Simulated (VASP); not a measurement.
Runs of VASP 6.6.1 on Rh. The structure is that of space group Fm-3m (No. 225), or close to it. The cells are those of the table. 

```csv
task,level,cell,k mesh,cutoff (eV),smearing,gap on the mesh (eV),pressure (GPa),relaxed volume (Å³/atom)
single point,PBE,"a = 2.730 Å, angles 60.0°, 1 atom",20 × 20 × 20,520,fermi-dirac 0.15 eV,none,(a),-
single point,PBE,"a = 2.695 Å, angles 60.0°, 1 atom",20 × 20 × 20,520,fermi-dirac 0.15 eV,none,5.0,-
relaxation of cell and atoms,PBE,"relaxed from a = 2.708 Å, angles 60.0°, 1 atom",20 × 20 × 20,600,fermi-dirac 0.15 eV,none,0.0,14.10
single point,PBE,"a = 2.712 Å, angles 60.0°, 1 atom",20 × 20 × 20,520,fermi-dirac 0.15 eV,none,0.0,-
relaxation of cell and atoms,PBE,"relaxed to 5 GPa from a = 2.712 Å, angles 60.0°, 1 atom",20 × 20 × 20,600,fermi-dirac 0.15 eV,none,5.0,-
relaxation of cell and atoms,PBE,"relaxed from a = 2.689 Å, angles 60.0°, 1 atom",18 × 18 × 18,600,gaussian 0.1 eV,none,0.0,14.04
single point,PBE,"a = 2.694 Å, angles 60.0°, 1 atom",20 × 20 × 20,520,fermi-dirac 0.15 eV,none,(b),-
single point,PBE+D3(BJ),"a = 2.695 Å, angles 60.0°, 1 atom",20 × 20 × 20,520,tetrahedron,none,-3.3,-
```

Alike in all rows: potentials or basis VASP PAW PBE potentials, release 64 (Rh_pv); no spin polarisation.

Problem. Estimate the missing entries.

Solution. (a) -4.7; (b) 5.3.

Caveats: the cell stands under tension (at least some runs); the cell stands under pressure (at least some runs); the cell is relaxed towards a set pressure, so the run minimises the enthalpy, not the energy (at least some runs).

A k mesh can miss the band edges, and the runs leave out spin-orbit coupling on Rh.

A gap of «none» marks levels without a gap at the run's occupations.
